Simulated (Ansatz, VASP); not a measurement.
TiAl: VASP beside Ansatz

The input INCAR:

```
SYSTEM = TiAl
PREC = Accurate
ENCUT = 520
EDIFF = 1E-7
ISMEAR = 0
SIGMA = 0.1
LREAL = .FALSE.
LASPH = .TRUE.
NELM = 80
ALGO = Normal
ISIF = 2
LWAVE = .FALSE.
LCHARG = .FALSE.
GGA = PE
NBANDS = 14
```

KPOINTS

```
Automatic mesh
0
G
  12 12 12
  0 0 0
```

POSCAR

```
TiAl
1.0
    3.1790640000      0.0000000000      0.0000000000
    0.0000000000      3.1790640000      0.0000000000
    0.0000000000      0.0000000000      3.1790640000
Ti Al
1 1
Direct
    0.0000000000      0.0000000000      0.0707755490
    0.5000000000      0.5000000000      0.5000000000
```

Input for Ansatz:

```yaml
crystal:
  lattice:
    - [3.179064, 0.0, 0.0]
    - [0.0, 3.179064, 0.0]
    - [0.0, 0.0, 3.179064]
  atoms:
    - { symbol: Ti, position: [0.0, 0.0, 0.070775549] }
    - { symbol: Al, position: [0.5, 0.5, 0.5] }
basis:
  ecutwfc: 420
kpoints:
  mp_grid: { grid: [12, 12, 12] }
hamiltonian:
  xc: pbe
scf:
  occupations: { method: gaussian, width: 0.1 }
output:
  forces: true
  stress: true
  eigenvalues: true
  populations: true
```

Change from the starting cell: one atom moved.

Alike in both runs: task single point; functional PBE; k mesh 12 × 12 × 12; occupations gaussian, width 0.1 eV; no spin polarisation.

|  | VASP | Ansatz |
| --- | --- | --- |
| version | VASP 6.6.1 | Ansatz 0.2.0 |
| potentials or method | VASP PAW PBE potentials, release 64 (Ti_sv, Al), cutoff 520 eV | scalar-relativistic, plane waves, PAW |
| valence electrons in the cell | 15 | 15 |

VASP gave:

- gap on the k mesh at the Fermi level (eV): none
- pressure (GPa): 2.8
- traceless stress, the component that is largest in VASP (GPa): -1.67
- rms of the force components (eV/Å): 0.812

**Question.** Which values does Ansatz return?

**Answer.** gap on the k mesh at the Fermi level (eV): none; pressure (GPa): 2.8; traceless stress, the component that is largest in VASP (GPa): -1.66; rms of the force components (eV/Å): 0.811.

Atom by atom the forces differ by 0.000 eV/Å (rms over components). A gap of «none» marks a metal or a gap that the smearing closes. With one functional, cell and mesh, what is left measures potentials, basis and numerics.
